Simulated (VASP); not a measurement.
Set up this calculation in VASP 6.6.1, as the native input.

```yaml
Task: single point
Functional: LDA
Potentials_or_basis: VASP PAW LDA potentials, release 64 (Sr_sv)
Cutoff: 520 eV
k_mesh: 10 × 10 × 10
Occupations: fermi-dirac, width 0.136057 eV
Spin: no spin polarisation
Dipole_correction: no
Further_INCAR_settings: ALGO = Normal; EDIFF = 1e-06; NBANDS = 11
```

The structure of Sr lies in POSCAR:

```
Sr
1.0
   -2.2903184724      2.2903184724      2.2903184724
    2.2903184724     -2.2903184724      2.2903184724
    2.2903184724      2.2903184724     -2.2903184724
Sr
1
Direct
    0.0000000000      0.0000000000      0.0000000000
```

The input as run:

INCAR

```
SYSTEM = Sr
ALGO = Normal
EDIFF = 1E-6
ENCUT = 520
ISIF = 2
ISMEAR = -1
LASPH = .True.
LCHARG = .True.
LELF = .True.
LREAL = .False.
LVHAR = .True.
LWAVE = .False.
NBANDS = 11
NELM = 100
PREC = Accurate
SIGMA = 0.13605693000000002
```

KPOINTS

```
k-points
0
Gamma
  10 10 10
  0 0 0
```

Potentials or basis: VASP PAW LDA potentials, release 64 (Sr_sv).

Launch:

```bash
$ cat potpaw_LDA.64/Sr_sv/POTCAR > POTCAR
$ mpirun -np 1 vasp_std > vasp.out
```

It gave:

```json
{"Pressure": "0.0 GPa", "Band gap on the k mesh": "zero (band 5 reaches 2.09 eV, above the bottom of band 6 at 1.55 eV)"}
```

Run time: 12 s on 1 thread of Intel(R) Xeon(R) Platinum 8488C (Sapphire Rapids) (shared host), peak memory 0.15 GiB.
